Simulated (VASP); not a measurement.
SnS2 (Berndtite-2T), 3 atoms in the cell. It takes space group P-3m1 (No. 164, trigonal). Conventional cell: a = 3.592 Å, b = 3.592 Å, c = 6.023 Å, α = 90.00°, β = 90.00°, γ = 120.00°. Within 3.4 Å of Sn (site symmetry -3m) lie 6 S at 2.56 Å. Within 3.4 Å of S (site symmetry 3m) lie 3 Sn at 2.56 Å. 

- Program: VASP 6.6.1
- Task: single point
- Functional: PBE
- Potentials or basis: VASP PAW PBE potentials, release 64 (Sn_d, S)
- Cutoff: 500 eV
- k mesh: 6 × 6 × 3
- Occupations: gaussian, width 0.02 eV
- Spin: no spin polarisation
- Dipole correction: no
- Further INCAR settings: ALGO = Normal; EDIFF = 1e-06; NBANDS = 20

Potentials or basis: VASP PAW PBE potentials, release 64 (Sn_d, S).

The run is started by

```sh
$ cat potpaw_PBE.64/Sn_d/POTCAR potpaw_PBE.64/S/POTCAR > POTCAR
$ mpirun -np 1 vasp_std > vasp.out
```

Hardware: 1 thread of Intel(R) Xeon(R) Platinum 8488C (Sapphire Rapids), with other jobs on the host.

Problem. How long does it take, and how much memory?

Solution. Wall time 16 s on 1 thread of Intel(R) Xeon(R) Platinum 8488C (Sapphire Rapids), on a shared host, peak memory 0.18 GiB. Counts: scf iterations 12, k points 17.
